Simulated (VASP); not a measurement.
Set up this calculation in VASP 6.6.1, as the native input.

```
Task                   : single point
Functional             : PBE
Potentials or basis    : VASP PAW PBE potentials, release 64 (Zn, Cl)
Cutoff                 : 520 eV
k mesh                 : 2 × 2 × 1
Occupations            : fermi-dirac, width 0.15 eV
Spin                   : no spin polarisation
Dipole correction      : no
Further INCAR settings : ALGO = Normal; EDIFF = 1e-07; NBANDS = 88
```

The structure of Zn12Cl lies in POSCAR:

```
Zn12Cl
1.0
    5.3200000000      0.0000000000      0.0000000000
    2.6600000000      4.6072550000      0.0000000000
    0.0000000000      0.0000000000     17.9369600000
Zn Cl
12 1
Direct
    0.0000000000      0.0000000000      0.0557508073
    0.5000000000      0.0000000000      0.0557508073
    0.0000029844      0.4999940312      0.0557508073
    0.5000029844      0.4999940312      0.0557508073
   -0.1439671333      0.2331974245      0.1916935757
    0.3341183241      0.2609362842      0.1956017073
   -0.1985327909      0.7260505442      0.2085247444
    0.3239152239      0.7571319582      0.1866146772
    0.0434793983     -0.0443648116      0.3139662462
    0.5722530867     -0.0497693312      0.3366010740
    0.0192318734      0.4288670803      0.3442723851
    0.5183007990      0.4559547930      0.3209127968
    0.8357482982      0.6740673134      0.4505947496
```

One way to write it, as run:

INCAR

```
  PREC = Accurate
  ENCUT = 520
  EDIFF = 1E-7
  ISMEAR = -1
  SIGMA = 0.15
  LREAL = F
  LASPH = T
  NELM = 80
  ALGO = Normal
  ISIF = 2
  LWAVE = F
  LCHARG = F
  GGA = PE
  NBANDS = 88
```

KPOINTS

```
regular mesh
0
Gamma
  2 2 1
```

Potentials or basis: VASP PAW PBE potentials, release 64 (Zn, Cl).

Run with:

```sh
$ cat potpaw_PBE.64/Zn/POTCAR potpaw_PBE.64/Cl/POTCAR > POTCAR
$ mpirun -np 1 vasp_std > vasp.out
```

Results of the run:

```yaml
Largest_force: 1.181 eV/Å
Band_gap_on_the_k_mesh: zero (an odd number of electrons rules out a gap without spin polarisation)
```

Caveat: the k points lie up to 0.68 Å⁻¹ apart, too coarse for converged energies and pressures of a metal; the atoms stand as in a frame of molecular dynamics; an odd number of electrons without spin polarisation forces a metal; a magnetic or distorted state may lie lower.

Wall time 6.3 min on 1 thread of Intel(R) Xeon(R) Platinum 8259CL CPU @ 2.50GHz (Skylake/Cascade Lake), on a shared host, peak memory 0.55 GiB.
